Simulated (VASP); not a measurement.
# MoS2 (scan) (P6_3/mmc) in VASP: a series of runs, part 2 of 2

VASP 6.6.1.

## Step 3: Single point, r2SCAN

This run uses another cell than the first one, of 19.01 Å³/atom, 1.064 times its volume.

POSCAR reads:

```
MoS2
1.0
    3.1843544443      0.0000000000      0.0000000000
   -1.5921772221      2.7577318434      0.0000000000
    0.0000000000      0.0000000000     12.9871051244
Mo S
2 4
Direct
    0.3333333333      0.6666666667      0.2500000000
    0.6666666667      0.3333333333      0.7500000000
    0.3333333333      0.6666666667      0.6304452339
    0.6666666667      0.3333333333      0.1304452339
    0.3333333333      0.6666666667      0.8695547661
    0.6666666667      0.3333333333      0.3695547661
```

INCAR.step1 reads:

```
ALGO = Normal
EDIFF = 1E-4
ENCUT = 520
GGA = PE
ISMEAR = 0
LASPH = True
LCHARG = False
LREAL = False
LWAVE = True
NBANDS = 35
NELM = 100
PREC = Accurate
SIGMA = 0.02
```

INCAR.step2 reads:

```
ALGO = Normal
EDIFF = 1E-7
ENCUT = 520
ISIF = 2
ISMEAR = 0
ISTART = 1
LASPH = True
LCHARG = True
LELF = True
LMIXTAU = True
LREAL = False
LVHAR = True
LWAVE = False
METAGGA = R2SCAN
NBANDS = 35
NELM = 100
PREC = Accurate
SIGMA = 0.02
```

KPOINTS reads:

```
k-points
0
Gamma
  12 12 4
```

Potentials or basis: VASP PAW PBE potentials, release 64 (Mo_sv, S).

Command:

```sh
$ cat potpaw_PBE.64/Mo_sv/POTCAR potpaw_PBE.64/S/POTCAR > POTCAR
$ cp INCAR.step1 INCAR
$ mpirun -np 1 vasp_std > vasp.out
$ cp INCAR.step2 INCAR
$ mpirun -np 1 vasp_std > vasp.out
```

OUTCAR:

```text
EDIFF = 1E-7
   ENCUT = 520
   ISIF = 2
   ISMEAR = 0
   ISTART = 1
   LASPH = True
   LREAL = False
   METAGGA = R2SCAN
   NELM = 100
   PREC = Accurate

 ion  position               nearest neighbor table
   1  0.333  0.667  0.250-   4 2.41   6 2.41   4 2.41   6 2.41   4 2.41   6 2.41
   2  0.667  0.333  0.750-   3 2.41   5 2.41   3 2.41   5 2.41   3 2.41   5 2.41
   3  0.333  0.667  0.630-   2 2.41   2 2.41   2 2.41
   4  0.667  0.333  0.130-   1 2.41   1 2.41   1 2.41
[... 1124 lines left out ...]
  -------------------------------------------------------------------------------------
  Total        0.0547327      0.0547327     -0.0029661      0.0000000     -0.0000000      0.0000000
  in kB        0.7689038      0.7689038     -0.0416688      0.0000000     -0.0000000      0.0000000
  external PRESSURE =       0.4987129 kB  Pullay stress =       0.0000000 kB

 VOLUME and BASIS-vectors are now :
 -----------------------------------------------------------------------------
  energy-cutoff  :      520.00
  volume of cell :      114.05
      direct lattice vectors                 reciprocal lattice vectors
     3.184354444  0.000000000  0.000000000     0.314035393  0.181308419  0.000000000
    -1.592177222  2.757731843  0.000000000     0.000000000  0.362616838  0.000000000
     0.000000000  0.000000000 12.987105124     0.000000000  0.000000000  0.076999454

 POSITION                                       TOTAL-FORCE (eV/Angst)
 -----------------------------------------------------------------------------------
     -0.00000      1.83849      3.24678        -0.000000      0.000000      0.000000
      1.59218      0.91924      9.74033         0.000000     -0.000000      0.000000
     -0.00000      1.83849      8.18766         0.000000      0.000000     -0.003588
      1.59218      0.91924      1.69411        -0.000000     -0.000000     -0.003588
     -0.00000      1.83849     11.29300        -0.000000      0.000000      0.003588
      1.59218      0.91924      4.79945         0.000000     -0.000000      0.003588
 -----------------------------------------------------------------------------------
    total drift:                               -0.000000      0.000000     -0.000000

  FREE ENERGIE OF THE ION-ELECTRON SYSTEM (eV)
  ---------------------------------------------------
  free  energy   TOTEN  =       -90.0851057054 eV

  energy  without entropy=      -90.0851057054  energy(sigma->0) =      -90.08510571
```

OUTCAR.step1:

```text
EDIFF = 1E-4
   ENCUT = 520
   GGA = PE
   ISMEAR = 0
[... 1152 lines left out ...]
     -0.00000      1.83849      8.18766         0.000000      0.000000     -0.132681
      1.59218      0.91924      1.69411         0.000000     -0.000000     -0.132681
     -0.00000      1.83849     11.29300         0.000000      0.000000      0.132681
      1.59218      0.91924      4.79945        -0.000000     -0.000000      0.132681
 -----------------------------------------------------------------------------------
    total drift:                               -0.000000      0.000000     -0.000000

  FREE ENERGIE OF THE ION-ELECTRON SYSTEM (eV)
  ---------------------------------------------------
  free  energy   TOTEN  =       -43.6838359626 eV

  energy  without entropy=      -43.6838359626  energy(sigma->0) =      -43.68383596
```

OSZICAR.step1:

```text
N       E                     dE             d eps       ncg     rms          rms(c)
DAV:   1     0.438641211088E+03    0.43864E+03   -0.29244E+04  4430   0.140E+03
DAV:   2    -0.240025102001E+02   -0.46264E+03   -0.44765E+03  4835   0.361E+02
DAV:   3    -0.462216953559E+02   -0.22219E+02   -0.21803E+02  4898   0.723E+01
DAV:   4    -0.466785262933E+02   -0.45683E+00   -0.45555E+00  4733   0.106E+01
DAV:   5    -0.466880750610E+02   -0.95488E-02   -0.95470E-02  4746   0.152E+00    0.337E+01
DAV:   6    -0.444748314635E+02    0.22132E+01   -0.12897E+01  4343   0.227E+01    0.126E+01
DAV:   7    -0.440360997567E+02    0.43873E+00   -0.55542E+00  4303   0.147E+01    0.805E+00
DAV:   8    -0.436825520201E+02    0.35355E+00   -0.83284E-01  4397   0.614E+00    0.281E+00
DAV:   9    -0.436909542998E+02   -0.84023E-02   -0.97638E-02  4576   0.154E+00    0.123E+00
DAV:  10    -0.436839202051E+02    0.70341E-02   -0.30844E-02  4337   0.119E+00    0.414E-01
DAV:  11    -0.436840218256E+02   -0.10162E-03   -0.17700E-03  4385   0.228E-01    0.234E-01
DAV:  12    -0.436838294021E+02    0.19242E-03   -0.61833E-04  3972   0.145E-01    0.970E-02
DAV:  13    -0.436838359626E+02   -0.65605E-05   -0.15563E-04  2448   0.647E-02
   1 F= -.43683836E+02 E0= -.43683836E+02  d E =-.202362E-30
```

Wall time 18 min (1 thread of Intel Xeon 8259CL, shared host); peak memory 0.36 GiB.

Results:

- Free energy: -90.0851 eV
- Pressure: 0.0 GPa
- Largest force: 0.004 eV/Å
- Band gap on the k mesh: 1.18 eV, indirect (least direct gap 1.73 eV)

Forces on the atoms (eV/Å):
```
Mo   0.000  0.000  0.000
Mo   0.000  0.000  0.000
S    0.000  0.000 -0.004
S    0.000  0.000 -0.004
S    0.000  0.000  0.004
S    0.000  0.000  0.004
```

Levels at points of the mesh, in eV from the valence-band top:
```
           k point  band 22  band 23  band 24  band 25  band 26  band 27  band 28  band 29  band 30  band 31
(0.00, 0.00, 0.00)    -2.21    -2.21    -1.54    -0.89     0.00     2.36     2.36     2.38     2.38     2.59
(0.50, 0.00, 0.00)    -2.50    -1.73    -1.64    -1.25    -1.19     1.80     1.82     2.26     2.42     3.35
(0.00, 0.00, 0.50)    -2.22    -2.22    -2.22    -0.28    -0.28     2.37     2.37     2.37     2.37     2.63
(0.50, 0.00, 0.50)    -2.57    -1.69    -1.69    -1.22    -1.22     1.81     1.81     2.34     2.34     3.62
```

Caveat: the PAW data sets were made with another functional, which shifts forces and pressure a little.

## Step 4: Comparison with measurements

Step 2. Against the measured gap of MoS2, 1.3 eV (indirect; 300 K; “Multiwavelength excitation Raman Scattering Analysis of bulk and 2 dimensional MoS2: Vibrational properties of atomically thin MoS2 layers”, 2015, arxiv:1506.03228), the calculated 1.00 eV is off by -0.30 eV. Spin-orbit coupling on Mo is left out. The value is that of r2SCAN on a finite k mesh, which can miss the band edges, without temperature or zero-point motion.

Step 3. Against the measured gap of MoS2, 1.3 eV (indirect; 300 K; “Multiwavelength excitation Raman Scattering Analysis of bulk and 2 dimensional MoS2: Vibrational properties of atomically thin MoS2 layers”, 2015, arxiv:1506.03228), the calculated 1.18 eV is off by -0.12 eV. Spin-orbit coupling on Mo is left out. The value is that of r2SCAN on a finite k mesh, which can miss the band edges, without temperature or zero-point motion.
